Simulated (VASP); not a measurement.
Input of a VASP 6.6.1 run:

The input INCAR:

```
SYSTEM = Ru
ALGO = Fast
EDIFF = 1E-6
ENCUT = 520
GGA = PS
ISIF = 2
ISMEAR = 0
LASPH = .TRUE.
LCHARG = .FALSE.
LREAL = .FALSE.
LWAVE = .FALSE.
NBANDS = 21
NELM = 100
PREC = Accurate
SIGMA = 0.15
```

Contents of KPOINTS:

```
k-points
0
G
  18 18 10
  0 0 0
```

Contents of POSCAR:

```
Ru
1.0
    2.7273000000      0.0000000000      0.0000000000
   -1.3636500000      2.3619110838      0.0000000000
    0.0000000000      0.0000000000      4.6606000000
Ru
2
Direct
    0.3333333333      0.6666666667      0.2500000000
    0.6666666667      0.3333333333      0.7500000000
```

Potentials or basis: VASP PAW PBE potentials, release 64 (Ru_pv).

Command:

```sh
$ cat potpaw_PBE.64/Ru_pv/POTCAR > POTCAR
$ mpirun -np 1 vasp_std > vasp.out
```

What does it give for the band gap on the k mesh?

Zero (band 14 reaches 12.30 eV, above the bottom of band 15 at 9.81 eV).

Predict the pressure.

-30.0 GPa.

Stress tensor (GPa, compression positive):
```
-20.88   0.00   0.00
  0.00 -20.88   0.00
  0.00   0.00 -48.19
```

Caveat: the PAW data sets were made with another functional, which shifts forces and pressure a little.
